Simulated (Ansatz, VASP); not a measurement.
**Two plane-wave programs on Al**

```
CELL_PARAMETERS angstrom
1.40793 2.44363 -0.00013
0.00142 -0.00046 -4.66179
-4.38887 2.53695 -0.00004
ATOMIC_POSITIONS crystal
Al 0.99999 0.24998 0.66546
Al 0.50002 0.24998 0.16546
Al 0.49996 0.75002 0.83454
Al 0.00002 0.75002 0.33454
```

Change from the starting cell: cell x2, atoms moved at random (sigma 0.05 Å) and cell strained at random (1.5 %), then relaxed without symmetry.

Alike in both runs: functional PBE; k mesh 8 × 6 × 4; occupations gaussian, width 0.2 eV; no spin polarisation.

Ansatz relaxed the structure, and its values are those at the end. VASP's run is a single point on that final structure, the one shown.

|  | VASP | Ansatz |
| --- | --- | --- |
| version | VASP 6.6.1 | Ansatz 0.2.0 |
| potentials or method | VASP PAW PBE potentials, release 64 (Al), cutoff 520 eV | scalar-relativistic, plane waves, PAW |
| valence electrons in the cell | 12 | 12 |

```csv
,VASP,Ansatz,Ansatz less VASP
gap on the k mesh at the Fermi level (eV),none,none,-
pressure (GPa),-0.1,0.0,+0.03
```

A gap of «none» marks a metal or a gap that the smearing closes.
